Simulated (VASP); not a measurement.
A run of VASP 6.6.1 is set up as follows.

POSCAR

```
Sn
1.0
    3.0544789005      0.0000000000      0.0000000000
    0.0000000000      3.0544789005      0.0000000000
    0.0000000000      0.0000000000      3.0544789005
Sn
1
Direct
    0.0000000000      0.0000000000      0.0000000000
```

INCAR.step1

```
  PREC = Accurate
  ENCUT = 520
  ISMEAR = 1
  SIGMA = 0.05
  LREAL = False
  LASPH = True
  NELM = 60
  NBANDS = 13
  GGA = PE
  ALGO = Normal
  EDIFF = 1E-4
  LWAVE = True
  LCHARG = False
```

Contents of INCAR.step2:

```
  PREC = Accurate
  ENCUT = 520
  EDIFF = 1E-6
  ISMEAR = 1
  SIGMA = 0.05
  LREAL = False
  LASPH = True
  NELM = 60
  ALGO = Normal
  ISIF = 2
  LWAVE = False
  LCHARG = False
  METAGGA = R2SCAN
  LMIXTAU = True
  NBANDS = 13
  ISTART = 1
```

The input KPOINTS:

```
Automatic mesh
0
Gamma
  14 14 14
```

Potentials or basis: VASP PAW PBE potentials, release 64 (Sn_d).

Launch:

```sh
$ cat potpaw_PBE.64/Sn_d/POTCAR > POTCAR
$ cp INCAR.step1 INCAR
$ mpirun -np 1 vasp_std > vasp.out
$ cp INCAR.step2 INCAR
$ mpirun -np 1 vasp_std > vasp.out
```

**Question.** What does it give for the band gap on the k mesh?

**Answer.** Zero (bands 7 and 8 overlap by 8.07 eV).

**Question.** What does it give for the pressure?

**Answer.** -0.1 GPa.

Caveat: the PAW data sets were made with another functional, which shifts forces and pressure a little; spin-orbit coupling is left out, which moves the levels of the heavy elements.
